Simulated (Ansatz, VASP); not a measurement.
## LiNbO3: VASP beside Ansatz

File INCAR:

```
ALGO = Normal
EDIFF = 1E-6
ENCUT = 520
GGA = PE
ISIF = 2
ISMEAR = 0
LASPH = True
LCHARG = False
LREAL = False
LWAVE = False
NBANDS = 45
NELM = 100
PREC = Accurate
SIGMA = 0.05
```

The input KPOINTS:

```
k-points
0
Gamma
  6 6 6
```

Contents of POSCAR:

```
LiNbO3
1.0
    2.8131840873      1.6241925901      3.9628386510
   -2.8131840873      1.6241925901      3.9628386510
    0.0000000000     -3.2483851801      3.9628386510
Li Nb O
2 2 6
Direct
    0.2500000000      0.2500000000      0.2500000000
    0.7500000000      0.7500000000      0.7500000000
    0.0000000000      0.0000000000      0.0000000000
    0.5000000000      0.5000000000      0.5000000000
    0.1494812620      0.3505187380      0.7500000000
    0.7500000000      0.1494812620      0.3505187380
    0.3505187380      0.7500000000      0.1494812620
    0.8505187380      0.6494812620      0.2500000000
    0.2500000000      0.8505187380      0.6494812620
    0.6494812620      0.2500000000      0.8505187380
```

Input for Ansatz:

```yaml
crystal:
  lattice:
    - [2.8131840873, 1.6241925901, 3.962838651]
    - [-2.8131840873, 1.6241925901, 3.962838651]
    - [0.0, -3.2483851801, 3.962838651]
  atoms:
    - { symbol: Li, position: [0.25, 0.25, 0.25] }
    - { symbol: Li, position: [0.75, 0.75, 0.75] }
    - { symbol: Nb, position: [0.0, 0.0, 0.0] }
    - { symbol: Nb, position: [0.5, 0.5, 0.5] }
    - { symbol: O, position: [0.149481262, 0.350518738, 0.75] }
    - { symbol: O, position: [0.75, 0.149481262, 0.350518738] }
    - { symbol: O, position: [0.350518738, 0.75, 0.149481262] }
    - { symbol: O, position: [0.850518738, 0.649481262, 0.25] }
    - { symbol: O, position: [0.25, 0.850518738, 0.649481262] }
    - { symbol: O, position: [0.649481262, 0.25, 0.850518738] }
basis:
  ecutwfc: 520.0
kpoints:
  mp_grid: { grid: [6, 6, 6] }
hamiltonian:
  xc: pbe
  pseudopotentials: { kind: paw, azcp: { folder: soft_1 } }
scf:
  occupations: { method: gaussian, width: 0.05 }
output:
  forces: true
  stress: true
  eigenvalues: true
```

Alike in both runs: task single point; functional PBE; k mesh 6 × 6 × 6; occupations gaussian, width 0.05 eV; no spin polarisation.

|  | VASP | Ansatz |
| --- | --- | --- |
| version | VASP 6.6.1 | Ansatz 0.2.0 |
| potentials or method | VASP PAW PBE potentials, release 64 (Li_sv, Nb_sv, O), cutoff 520 eV | scalar-relativistic, plane waves, PAW |
| valence electrons in the cell | 68 | 68 |

VASP gave:

```
gap on the k mesh at the Fermi level (eV) : 1.64
least direct gap on the mesh (eV)         : 1.67
rms of the force components (eV/Å)        : 0.035
```

Q: Which values does Ansatz return?

A: gap on the k mesh at the Fermi level (eV): 1.66; least direct gap on the mesh (eV): 1.69; rms of the force components (eV/Å): 0.041.

Atom by atom the forces differ by 0.006 eV/Å (rms over components). The functional is the same, so the differences come from potentials, cutoffs and numerics.

Noted on VASP's run: the cutoff is short for stress, so the pressure is rough.
